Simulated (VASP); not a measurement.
**SiMo6: single point with PBEsol**

SiMo6, a slab with vacuum:

```
Mo Si
1.0
     4.42568    0.00000    0.00000
    -2.21284    3.83275    0.00000
     0.00000    0.00000   19.72477
Mo Si
6 1
Cartesian
  2.2128 1.2776 4.0000
  0.0000 2.5552 4.9034
  0.0000 0.0000 5.8068
  2.2128 1.2776 6.6435
  0.0000 2.5552 7.4407
  0.0000 0.0000 8.2248
  0.7376 0.4259 10.3806
```

* Program: VASP 6.6.1
* Task: single point
* Functional: PBEsol
* Potentials or basis: VASP PAW PBE potentials, release 64 (Mo_sv, Si)
* Cutoff: 520 eV
* k mesh: 6 × 6 × 1
* Occupations: gaussian, width 0.1 eV
* Spin: no spin polarisation
* Dipole correction: yes
* Further INCAR settings: ALGO = Normal; EDIFF = 1e-06; NBANDS = 53

```json
{
  "Largest force": "2.370 eV/Å",
  "Band gap on the k mesh": "zero (bands 44 and 45 overlap by 0.07 eV)"
}
```

Forces in eV/Å, atoms in the order of the input:
```
Mo  -0.009 -0.005  1.943
Mo  -0.065 -0.038 -0.431
Mo   0.277  0.160 -2.348
Mo  -0.012 -0.007 -0.780
Mo  -0.237 -0.137  1.478
Mo  -0.677 -0.391  0.115
Si   0.723  0.418  0.023
```

Levels at points of the mesh, in eV from the Fermi level:
| k point | band 41 | band 42 | band 43 | band 44 | band 45 | band 46 | band 47 | band 48 |
| --- | --- | --- | --- | --- | --- | --- | --- | --- |
| (0.00, 0.00, 0.00) | -1.22 | -1.21 | -1.14 | -0.22 | 0.48 | 0.58 | 1.23 | 1.23 |
| (0.50, 0.00, 0.00) | -1.00 | -0.55 | -0.27 | -0.19 | 0.09 | 0.51 | 0.54 | 1.04 |
| (0.00, 0.50, 0.00) | -1.25 | -0.74 | -0.16 | 0.04 | 0.13 | 0.39 | 0.48 | 1.36 |

Wall time 15 min on 1 thread of Intel Xeon 8259CL, with other jobs on the host, peak memory 0.56 GiB.

Caveat: the PAW data sets were made with another functional, which shifts forces and pressure a little.
